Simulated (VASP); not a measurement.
# TaTl3Ag3 (P-6m2) in VASP: notebook

The runs below take TaTl3Ag3 through single point, with PBE.

Program: VASP 6.6.1. These are calculated values, not measurements. Logs are shortened: lines on timing, memory, paths and dates and some standing lists are left out, and cuts for length are marked.

### Step 1. The cell of the first run

Symmetry: P-6m2, No. 187, hexagonal system. The conventional cell has a = 6.224 Å, b = 6.224 Å, c = 4.811 Å, α = 90.00°, β = 90.00°, γ = 120.00°. Within 3.9 Å of Ta (site symmetry -6m2) lie 6 Ag at 2.93 Å and 6 Tl at 3.11 Å. Tl (site symmetry mm2) has 4 Ag at 3.05 Å and 4 Tl at 3.06 to 3.17 Å and 2 Ta at 3.11 Å within 4.0 Å. Ag (site symmetry mm2) has 4 Ag at 2.90 to 3.33 Å and 2 Ta at 2.93 Å and 4 Tl at 3.05 Å within 3.8 Å.

### Step 2. Single point, PBE

Input file INCAR:

```
SYSTEM = TaTl3Ag3
PREC = Accurate ; ENCUT = 520
EDIFF = 1E-6 ; ISMEAR = 0
SIGMA = 0.1 ; LREAL = .False.
LASPH = .True. ; NELM = 60
ALGO = Fast ; ISIF = 2
LWAVE = .False. ; LCHARG = .False.
GGA = PE ; NBANDS = 50
```

Input file KPOINTS:

```
Automatic mesh
0
Gamma
  6 6 8
  0 0 0
```

Input file POSCAR:

```
TaTl3Ag3
1.0
    6.2236832277      0.0000000000      0.0000000000
   -3.1118416138      5.3898677803      0.0000000000
    0.0000000000      0.0000000000      4.8107852064
Ta Tl Ag
1 3 3
Direct
    0.6666666667      0.3333333333      0.5000000000
    0.1695371370      0.8304628630      0.5000000000
    0.1695371370      0.3390742740      0.5000000000
    0.6609257260      0.8304628630      0.5000000000
    0.8217921594      0.1782078406      0.0000000000
    0.8217921594      0.6435843187      0.0000000000
    0.3564156813      0.1782078406      0.0000000000
```

Potentials or basis: VASP PAW PBE potentials, release 64 (Ta_pv, Tl_d, Ag).

On the command line:

```sh
$ cat potpaw_PBE.64/Ta_pv/POTCAR potpaw_PBE.64/Tl_d/POTCAR potpaw_PBE.64/Ag/POTCAR > POTCAR
$ mpirun -np 1 vasp_std > vasp.out
```

OUTCAR:

```text
SYSTEM = TaTl3Ag3
   PREC = Accurate
   ENCUT = 520
   EDIFF = 1E-6
   ISMEAR = 0
   LREAL = .False.
   LASPH = .True.
   NELM = 60
   ISIF = 2
   GGA = PE

 ion  position               nearest neighbor table
   1  0.667  0.333  0.500-   5 2.93   5 2.93   6 2.93   6 2.93   7 2.93   7 2.93   4 3.11   3 3.11
                             2 3.11   2 3.11   4 3.11   3 3.11
   2  0.170  0.830  0.500-   7 3.05   7 3.05   6 3.05   6 3.05   3 3.06   4 3.06   1 3.11   1 3.11
                             3 3.17   4 3.17
   3  0.170  0.339  0.500-   5 3.05   5 3.05   7 3.05   7 3.05   2 3.06   4 3.06   1 3.11   1 3.11
                             2 3.17   4 3.17
   4  0.661  0.830  0.500-   5 3.05   5 3.05   6 3.05   6 3.05   2 3.06   3 3.06   1 3.11   1 3.11
                             2 3.17   3 3.17
   5  0.822  0.178  0.000-   6 2.90   7 2.90   1 2.93   1 2.93   4 3.05   4 3.05   3 3.05   3 3.05
                             6 3.33   7 3.33
   6  0.822  0.644  0.000-   5 2.90   7 2.90   1 2.93   1 2.93   2 3.05   2 3.05   4 3.05   4 3.05
                             5 3.33   7 3.33
   7  0.356  0.178  0.000-   5 2.90   6 2.90   1 2.93   1 2.93   2 3.05   2 3.05   3 3.05   3 3.05
                             5 3.33   6 3.33

  LATTYP: Found a hexagonal cell.
 ALAT       =     6.2236832277
 C/A-ratio  =     0.7729804089

  Lattice vectors:

 A1 = (   6.2236832277,   0.0000000000,   0.0000000000)
 A2 = (  -3.1118416138,   5.3898677803,   0.0000000000)
 A3 = (   0.0000000000,   0.0000000000,   4.8107852064)

Analysis of symmetry for initial positions (statically):
=====================================================================
 Subroutine PRICEL returns:
 Original cell was already a primitive cell.

 Routine SETGRP: Setting up the symmetry group for a
 hexagonal supercell.

 Subroutine GETGRP returns: Found 12 space group operations
 (whereof 12 operations were pure point group operations)
 out of a pool of 24 trial point group operations.

The static configuration has the point symmetry D_3h.

Analysis of symmetry for dynamics (positions and initial velocities):
=====================================================================
 Subroutine PRICEL returns:
 Original cell was already a primitive cell.

 Routine SETGRP: Setting up the symmetry group for a
 hexagonal supercell.

 Subroutine GETGRP returns: Found 12 space group operations
 (whereof 12 operations were pure point group operations)
 out of a pool of 24 trial point group operations.

The dynamic configuration has the point symmetry D_3h.

 Subroutine INISYM returns: Found 12 space group operations
 (whereof 12 operations are pure point group operations),
 and found     1 'primitive' translations

----------------------------------------------------------------------------------------

                                     Primitive cell

  volume of cell :     161.3770

  direct lattice vectors                    reciprocal lattice vectors
     6.223683228  0.000000000  0.000000000     0.160676558  0.092766654  0.000000000
    -3.111841614  5.389867780  0.000000000     0.000000000  0.185533308  0.000000000
     0.000000000  0.000000000  4.810785206     0.000000000  0.000000000  0.207866275

  length of vectors
     6.223683228  6.223683228  4.810785206     0.185533308  0.185533308  0.207866275

  position of ions in fractional coordinates (direct lattice)
     0.666666667  0.333333333  0.500000000
     0.169537137  0.830462863  0.500000000
     0.169537137  0.339074274  0.500000000
     0.660925726  0.830462863  0.500000000
     0.821792159  0.178207841  0.000000000
     0.821792159  0.643584319  0.000000000
     0.356415681  0.178207841  0.000000000

  ion indices of the primitive-cell ions
   primitive index   ion index
                 1           1
                 2           2
                 3           3
                 4           4
                 5           5
                 6           6
                 7           7

----------------------------------------------------------------------------------------

 KPOINTS: Automatic mesh

Automatic generation of k-mesh.
 Grid dimensions read from file:
 generate k-points for:    6    6    8

 Generating k-lattice:

  Cartesian coordinates                     Fractional coordinates (reciprocal lattice)
     0.026779426  0.015461109  0.000000000     0.166666667  0.000000000  0.000000000
     0.000000000  0.030922218  0.000000000     0.000000000  0.166666667  0.000000000
     0.000000000  0.000000000  0.025983284     0.000000000  0.000000000  0.125000000

  Length of vectors
     0.030922218  0.030922218  0.025983284

  Shift w.r.t. Gamma in fractional coordinates (k-lattice)
     0.000000000  0.000000000  0.000000000

 Subroutine IBZKPT returns following result:
 ===========================================

 Found     35 irreducible k-points:

 Following reciprocal coordinates:
            Coordinates               Weight
  0.000000  0.000000  0.000000      1.000000
  0.166667  0.000000  0.000000      6.000000
  0.333333 -0.000000  0.000000      6.000000
  0.500000  0.000000  0.000000      3.000000
  0.166667  0.166667  0.000000      6.000000
  0.333333  0.166667  0.000000     12.000000
[... 16 lines left out ...]
  0.166667  0.000000  0.375000     12.000000
  0.333333 -0.000000  0.375000     12.000000
 [... further k-points ...]
   k-points           NKPTS =     35   k-points in BZ     NKDIM =     35   number of bands    NBANDS=     50
   number of dos      NEDOS =    301   number of ions     NIONS =      7
   total plane-waves  NPLWV =  82944
   dimension x,y,z NGX =    48 NGY =   48 NGZ =   36
   dimension x,y,z NGXF=    96 NGYF=   96 NGZF=   72
   ions per type =               1   3   3
   NGX,Y,Z   is equivalent  to a cutoff of  12.82, 12.82, 12.44 a.u.
   NGXF,Y,Z  is equivalent  to a cutoff of  25.64, 25.64, 24.88 a.u.
 SYSTEM =  TaTl3Ag3
   PREC   = accura    normal or accurate (medium, high low for compatibility)
   ISTART =      0    job   : 0-new  1-cont  2-samecut
   ICHARG =      2    charge: 1-file 2-atom 10-const
   ISPIN  =      1    spin polarized calculation?
   LNONCOLLINEAR =      F non collinear calculations
   LSORBIT =      F    spin-orbit coupling
   LASPH  =      T    aspherical Exc in radial PAW
   ENCUT  =  520.0 eV  38.22 Ry    6.18 a.u.  11.57 11.57  8.94*2*pi/ulx,y,z
   NELM   =     60;   NELMIN=  2; NELMDL= -5     # of ELM steps
   EDIFF  = 0.1E-05   stopping-criterion for ELM
   LREAL  =      F    real-space projection
   EDIFFG = 0.1E-04   stopping-criterion for IOM
   NSW    =      0    number of steps for IOM
   IBRION =     -1    ionic relax: 0-MD 1-quasi-New 2-CG
   NFREE  =      0    steps in history (QN), initial steepest desc. (CG)
   ISIF   =      2    stress and relaxation
   ISYM   =      2    0-nonsym 1-usesym 2-fastsym
   POTIM  = 0.5000    time-step for ionic-motion
   TEBEG  =    0.0;   TEEND  =   0.0 temperature during run
   PSTRESS=    0.0 pullay stress
   NELECT =      83.0000    total number of electrons
   NUPDOWN=      -1.0000    fix difference up-down
   EMIN   =  10.00;   EMAX   =-10.00  energy-range for DOS
   EFERMI =   0.00;   METHOD = LEGACY
   ISMEAR =     0;   SIGMA  =   0.10  broadening in eV -4-tet -1-fermi 0-gaus
   EFERMI_NEDOS =   21; number of points for ismear=-14 and -15
   IALGO  =     68    algorithm
   IMIX   =      4    mixing-type and parameters
     AMIX     =   0.40;   BMIX     =  1.00
     AMIX_MAG =   1.60;   BMIX_MAG =  1.00
  volume/ion in A,a.u.               =      23.05       155.58
  Fermi-wavevector in a.u.,A,eV,Ry     =   1.311657  2.478673 23.408069  1.720445
  Thomas-Fermi vector in A             =   2.442104
   LORBIT       =      0    0 simple, 1 ext, 2 COOP (PROOUT), +10 PAW based schemes
   GGA     = PE    functional components
   LHFCALC =     F    Hartree Fock is set to
   AEXX    =    0.0000 exact exchange contribution
   IVDW    =     0    specifies the selected vdW correction
   LEPSILON=     F    determine dielectric tensor
   LRPA    =     F    only Hartree local field effects (RPA)
 non-spin polarized calculation
 RMM-DIIS sequential band-by-band and
 Gauss-broadening in eV      SIGMA  =   0.10
  energy-cutoff  :      520.00
  volume of cell :      161.38
 maximum number of plane-waves:      4392
 NGX is ok and might be reduce to    48
   NGX = 23   NGY = 23   NGZ = 17

 number of electron      83.0000008 magnetization

 Free energy of the ion-electron system (eV)
  ---------------------------------------------------
  ext. energy  EPLUGINS =         0.00000000
  ---------------------------------------------------
  free energy    TOTEN  =       -24.15297372 eV

  energy without entropy =      -24.13577686  energy(sigma->0) =      -24.14437529

 E-fermi :   6.8495     XC(G=0): -10.8607

 val. band max:        6.8460535300   @ k =   0.1667   0.0000   0.1250
 cond. band min:       6.8517565948   @ k =   0.0000   0.0000   0.5000
 fundamental gap:      0.0057030649
 Fermi energy:         6.8494968856

 k-point     1 :       0.0000    0.0000    0.0000
  band No.  band energies     occupation
      1     -28.3785      2.00000
      2     -28.3785      2.00000
      3     -28.3278      2.00000
      4      -5.6777      2.00000
      5      -5.4215      2.00000
      6      -5.4215      2.00000
[... 42 lines left out ...]
     49      11.1324      0.00000
     50      11.6564      0.00000

 k-point     2 :       0.1667    0.0000    0.0000
  band No.  band energies     occupation
      1     -28.3789      2.00000
      2     -28.3787      2.00000
      3     -28.3278      2.00000
      4      -5.6161      2.00000
      5      -5.3985      2.00000
      6      -5.3487      2.00000
[... 42 lines left out ...]
     49      10.9674      0.00000
     50      11.1882      0.00000

 k-point     3 :       0.3333   -0.0000    0.0000
  band No.  band energies     occupation
      1     -28.3797      2.00000
      2     -28.3789      2.00000
      3     -28.3278      2.00000
      4      -5.4972      2.00000
      5      -5.3056      2.00000
      6      -5.1493      2.00000
[... 1102 lines left out ...]
     49       9.5469      0.00000
     50      11.4297      0.00000

 k-point    24 :       0.3333   -0.0000    0.3750
  band No.  band energies     occupation
      1     -28.3792      2.00000
      2     -28.3785      2.00000
      3     -28.3295      2.00000
      4      -5.4933      2.00000
      5      -5.2978      2.00000
      6      -5.1413      2.00000
[... 42 lines left out ...]
     49      11.2554      0.00000
     50      12.1763      0.00000

 [... further k-points ...]
[... 5 lines left out ...]
  --------------------------------------------------------------------------------------
  -------------------------------------------------------------------------------------
  Total       -0.0504488     -0.0504488     -0.0069669     -0.0000000      0.0000000      0.0000000
  in kB       -0.5008639     -0.5008639     -0.0691688     -0.0000000      0.0000000      0.0000000
  external PRESSURE =      -0.3569655 kB  Pullay stress =       0.0000000 kB

 VOLUME and BASIS-vectors are now :
 -----------------------------------------------------------------------------
  energy-cutoff  :      520.00
  volume of cell :      161.38
      direct lattice vectors                 reciprocal lattice vectors
     6.223683228  0.000000000  0.000000000     0.160676558  0.092766654  0.000000000
    -3.111841614  5.389867780  0.000000000     0.000000000  0.185533308  0.000000000
     0.000000000  0.000000000  4.810785206     0.000000000  0.000000000  0.207866275

 POSITION                                       TOTAL-FORCE (eV/Angst)
 -----------------------------------------------------------------------------------
      3.11184      1.79662      2.40539        -0.000000      0.000000     -0.000000
     -1.52912      4.47609      2.40539         0.000647     -0.000374     -0.000000
      0.00000      1.82757      2.40539         0.000000      0.000747      0.000000
      1.52912      4.47609      2.40539        -0.000647     -0.000374     -0.000000
      4.56002      0.96052      0.00000        -0.003748      0.002164      0.000000
      3.11184      3.46883      0.00000        -0.000000     -0.004328     -0.000000
      1.66366      0.96052      0.00000         0.003748      0.002164      0.000000
 -----------------------------------------------------------------------------------
    total drift:                               -0.000001      0.000001     -0.000000

  FREE ENERGIE OF THE ION-ELECTRON SYSTEM (eV)
  ---------------------------------------------------
  free  energy   TOTEN  =       -24.1529737152 eV

  energy  without entropy=      -24.1357768566  energy(sigma->0) =      -24.14437529
```

Run time: 4.8 min. Hardware: 1 thread of Intel Xeon 6975P-C, shared host; peak memory 0.44 GiB.

Results:

- Free energy: -24.1530 eV
- Pressure: 0.0 GPa
- Largest force: 0.004 eV/Å

Forces on the atoms (eV/Å):
```
Ta   0.000  0.000  0.000
Tl   0.001  0.000  0.000
Tl   0.000  0.001  0.000
Tl  -0.001  0.000  0.000
Ag  -0.004  0.002  0.000
Ag   0.000 -0.004  0.000
Ag   0.004  0.002  0.000
```

Caveat: spin-orbit coupling is left out, which moves the levels of the heavy elements.

### Step 3. Single point, PBE

Input file INCAR:

```
ALGO = Fast
EDIFF = 1E-7
ENCUT = 520
GGA = PE
ISIF = 2
ISMEAR = 0
LASPH = T
LCHARG = F
LREAL = F
LWAVE = F
NBANDS = 50
NELM = 100
PREC = Accurate
SIGMA = 0.1
```

Input file KPOINTS:

```
k-points
0
Gamma
  6 6 8
```

POSCAR is that of step 2.

Potentials or basis: VASP PAW PBE potentials, release 64 (Ta_pv, Tl_d, Ag).

On the command line:

```sh
$ cat potpaw_PBE.64/Ta_pv/POTCAR potpaw_PBE.64/Tl_d/POTCAR potpaw_PBE.64/Ag/POTCAR > POTCAR
$ mpirun -np 1 vasp_std > vasp.out
```

It took 5.8 min on 1 thread of Intel Xeon 6975P-C, shared host; peak memory 0.44 GiB.

It converged, with:

```
Free energy   : -24.1530 eV
Pressure      : 0.0 GPa
Largest force : 0.004 eV/Å
```

Forces in eV/Å, atoms in the order of the input:
```
Ta   0.000  0.000  0.000
Tl   0.001 -0.001  0.000
Tl   0.000  0.001  0.000
Tl  -0.001 -0.001  0.000
Ag  -0.004  0.002  0.000
Ag   0.000 -0.004  0.000
Ag   0.004  0.002  0.000
```

Levels at points of the mesh, in eV from the Fermi level:
```tsv
k point	band 40	band 41	band 42	band 43	band 44	band 45
(0.00, 0.00, 0.00)	-1.47	-1.21	0.15	0.15	1.29	1.64
(0.50, 0.00, 0.00)	-0.97	0.01	0.89	0.97	1.14	1.30
(0.00, 0.00, 0.50)	-1.29	-0.59	-0.59	0.00	0.29	0.29
(0.50, 0.00, 0.50)	-1.27	-0.84	-0.26	0.89	1.33	1.34
```

Caveat: spin-orbit coupling is left out, which moves the levels of the heavy elements.

### Step 4. Single point, PBE (volume scaled by 1.06, then relaxed in part)

Input file INCAR:

```
PREC = Accurate ; ENCUT = 520
EDIFF = 1E-6 ; ISMEAR = 0
SIGMA = 0.1 ; LREAL = F
LASPH = T ; NELM = 80
ALGO = Fast ; ISIF = 2
LWAVE = F ; LCHARG = T
GGA = PE ; LELF = T
LVHAR = T ; NBANDS = 50
```

Input file KPOINTS:

```
regular mesh
0
Gamma
  6 6 8
```

Input file POSCAR:

```
TaTl3Ag3
1.0
    6.3567989314      0.0000000000      0.0000000000
   -3.1783994657      5.5051493613      0.0000000000
    0.0000000000      0.0000000000      4.8880973028
Ta Tl Ag
1 3 3
Direct
    0.6666666667      0.3333333333      0.5000000000
    0.1689467496      0.8310532504      0.5000000000
    0.1689467496      0.3378934993      0.5000000000
    0.6621065007      0.8310532504      0.5000000000
    0.8184042607      0.1815957393      0.0000000000
    0.8184042607      0.6368085214      0.0000000000
    0.3631914786      0.1815957393      0.0000000000
```

On the command line:

```sh
$ cat potpaw_PBE.64/Ta_pv/POTCAR potpaw_PBE.64/Tl_d/POTCAR potpaw_PBE.64/Ag/POTCAR > POTCAR
$ mpirun -np 1 vasp_std > vasp.out
```

Wall time 5.3 min (1 thread of Intel Xeon 6975P-C, shared host); peak memory 0.45 GiB.

It converged, with:

```
Free energy   : -24.0552 eV
Pressure      : -3.1 GPa
Largest force : 0.005 eV/Å
```

Forces in eV/Å, atoms in the order of the input:
```
Ta   0.000  0.000  0.000
Tl   0.000  0.000  0.000
Tl   0.000  0.001  0.000
Tl   0.000  0.000  0.000
Ag  -0.004  0.003  0.000
Ag   0.000 -0.005  0.000
Ag   0.004  0.003  0.000
```

Levels at points of the mesh, in eV from the Fermi level:
```csv
k point,band 38,band 39,band 40,band 41,band 42,band 43,band 44,band 45,band 46,band 47
"(0.00, 0.00, 0.00)",-2.34,-1.48,-1.48,-1.03,0.13,0.13,1.17,1.46,1.46,2.13
"(0.50, 0.00, 0.00)",-1.27,-0.92,-0.91,0.00,0.79,0.85,1.12,1.19,2.08,2.53
"(0.00, 0.00, 0.50)",-2.07,-1.21,-1.21,-0.56,-0.56,0.04,0.33,0.33,0.93,1.40
"(0.50, 0.00, 0.50)",-3.32,-2.81,-1.23,-0.79,-0.19,0.83,1.21,1.31,1.87,1.88
```

Caveat: spin-orbit coupling is left out, which moves the levels of the heavy elements.

### Step 5. The runs side by side

```csv
cell,further INCAR settings,gap on the mesh (eV),pressure (GPa)
"a = 6.224, b = 6.224, c = 4.811 Å, angles 90.0, 90.0, 120.0°, 7 atoms",ALGO = Fast; EDIFF = 1e-06; NBANDS = 50,none,0.0
"a = 6.224, b = 6.224, c = 4.811 Å, angles 90.0, 90.0, 120.0°, 7 atoms",ALGO = Fast; EDIFF = 1e-07; NBANDS = 50,none,0.0
"a = 6.357, b = 6.357, c = 4.888 Å, angles 90.0, 90.0, 120.0°, 7 atoms",ALGO = Fast; EDIFF = 1e-06; NBANDS = 50,none,-3.1
```

Alike in all rows: task single point; level PBE; potentials or basis VASP PAW PBE potentials, release 64 (Ta_pv, Tl_d, Ag); no spin polarisation; k mesh 6 × 6 × 8; cutoff (eV) 520; smearing gaussian 0.1 eV.

Caveats: spin-orbit coupling is left out, which moves the levels of the heavy elements.

Total energies depend on the potentials used, so only differences within one code and one set of settings carry meaning.
